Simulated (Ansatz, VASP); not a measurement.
Two plane-wave programs on HfS2

```
CELL_PARAMETERS angstrom
3.48508 0.00000 0.00000
-1.74254 3.01817 0.00000
0.00000 0.00000 5.97263
ATOMIC_POSITIONS crystal
Hf 0.00000 0.00000 0.00000
S 0.33333 0.66667 0.25129
S 0.66667 0.33333 0.74871
```

Change from the starting cell: epitaxial_xy strain -4.0%.

Alike in both runs: task single point; functional r2SCAN; k mesh 12 × 12 × 4; no spin polarisation.

```csv
,VASP,Ansatz
version,VASP 6.6.1,Ansatz 0.2.0
potentials or method,"VASP PAW PBE potentials, release 64 (Hf_pv, S)","plane waves, PAW"
plane-wave cutoff (eV),550,500
occupations,"gaussian, width 0.01 eV",fixed
valence electrons in the cell,22,38
```

|  | VASP | Ansatz | Ansatz less VASP |
| --- | --- | --- | --- |
| gap on the k mesh at the Fermi level (eV) | 0.88 | 0.85 | -0.035 |
| pressure (GPa) | 5.8 | 6.6 | +0.74 |
| traceless stress, the component that is largest in VASP (GPa) | -5.49 | -5.53 | -0.035 |
| rms of the force components (eV/Å) | 0.062 | 0.019 | -0.0425 |

VASP's potentials were made for PBE, not for r2SCAN. Atom by atom the forces differ by 0.043 eV/Å (rms over components). VASP's potentials hold 22 valence electrons a cell and Ansatz's 38, so a difference there can come from the potentials and not from the codes.

Spin-orbit coupling is off throughout.
